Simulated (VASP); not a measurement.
Cu, 13 atoms in the cell. The cell holds a slab with vacuum, 13 atoms: a = 5.105 Å, b = 5.105 Å, c = 16.168 Å, α = 90.00°, β = 90.00°, γ = 60.00°. 

* Program: VASP 6.6.1
* Task: relaxation of the atoms
* Functional: PBE
* Potentials or basis: VASP PAW PBE potentials, release 64 (Cu)
* Cutoff: 520 eV
* k mesh: 4 × 4 × 1
* Occupations: gaussian, width 0.15 eV
* Spin: no spin polarisation
* Dipole correction: no
* Atoms held fixed (from 0): [0, 1, 2, 3]
* Further INCAR settings: ALGO = Normal; EDIFF = 1e-06; IBRION = 2; EDIFFG = -0.03; NSW = 80

Potentials or basis: VASP PAW PBE potentials, release 64 (Cu).

Command:

```bash
$ cat potpaw_PBE.64/Cu/POTCAR > POTCAR
$ mpirun -np 1 vasp_std > vasp.out
```

Hardware: 1 × NVIDIA H100 80GB with 1 thread of AMD EPYC 7R13 Processor (Zen 3), with other jobs on the host.

**Question.** Estimate the wall time of this run.

**Answer.** Wall time 15 min on 1 × NVIDIA H100 80GB with 1 thread of AMD EPYC 7R13 Processor (Zen 3), with other jobs on the host, peak memory 1.5 GiB. Counts: scf iterations 186, k points 10, ion steps 16.
